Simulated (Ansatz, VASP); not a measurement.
## K in VASP and in Ansatz

```
K
1.0
     0.00000    3.86436    3.86436
     3.86436    0.00000    3.86436
     3.86436    3.86436    0.00000
K
2
Direct
  0.87500 0.87500 0.87500
  0.12500 0.12500 0.12500
```

Change from the starting cell: volume scaled by 0.52, crystal datasets.

Alike in both runs: task single point; functional PBE; k mesh 8 × 8 × 8; occupations fermi-dirac, width 0.1 eV; no spin polarisation.

|  | VASP | Ansatz |
| --- | --- | --- |
| version | VASP 6.6.1 | Ansatz 0.2.0 |
| potentials or method | VASP PAW PBE potentials, release 64 (K_sv), cutoff 520 eV | all-electron PAW with datasets made for the crystal, scalar-relativistic |

```csv
,VASP,Ansatz,Ansatz less VASP
pressure (GPa),2.3,2.3,+0.01
```

Ansatz ran all-electron here, and VASP with PAW potentials.
